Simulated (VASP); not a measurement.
Wanted: the native input for a VASP 6.6.1 run.

- Task: single point
- Functional: PBE
- Potentials or basis: VASP PAW PBE potentials, release 64 (Zr_sv, O)
- Cutoff: 600 eV
- k mesh: 12 × 12 × 12
- Occupations: gaussian, width 0.05 eV
- Spin: no spin polarisation
- Dipole correction: no
- Further INCAR settings: ALGO = Normal; EDIFF = 1e-06; NBANDS = 19

The structure of ZrO2 lies in POSCAR:

```
ZrO2
1.0
    0.0000000000      2.5434207568      2.5434207568
    2.5434207568      0.0000000000      2.5434207568
    2.5434207568      2.5434207568      0.0000000000
Zr O
1 2
Direct
    0.0000000000      0.0000000000      0.0000000000
    0.2500000000      0.2500000000      0.2500000000
    0.7500000000      0.7500000000      0.7500000000
```

These files were run (other wordings do the same):

INCAR

```
SYSTEM = ZrO2
ALGO = Normal ; EDIFF = 1E-6
ENCUT = 600 ; GGA = PE
GGA_COMPAT = .False. ; ISIF = 2
ISMEAR = 0 ; LASPH = .True.
LCHARG = .False. ; LREAL = .False.
LWAVE = .False. ; NBANDS = 19
NELM = 120 ; PREC = Accurate
SIGMA = 0.05
```

KPOINTS

```
k-points
0
Gamma
  12 12 12
  0 0 0
```

Potentials or basis: VASP PAW PBE potentials, release 64 (Zr_sv, O).

Run with:

```sh
$ cat potpaw_PBE.64/Zr_sv/POTCAR potpaw_PBE.64/O/POTCAR > POTCAR
$ mpirun -np 1 vasp_std > vasp.out
```

It gave:

```json
{
 "Pressure": "4.3 GPa",
 "Band gap on the k mesh": "3.36 eV (least direct gap 3.80 eV)"
}
```

Caveat: the cell stands under pressure.

Wall time 99 s on 1 thread of AMD EPYC 7R13, on a shared host, peak memory 0.17 GiB.
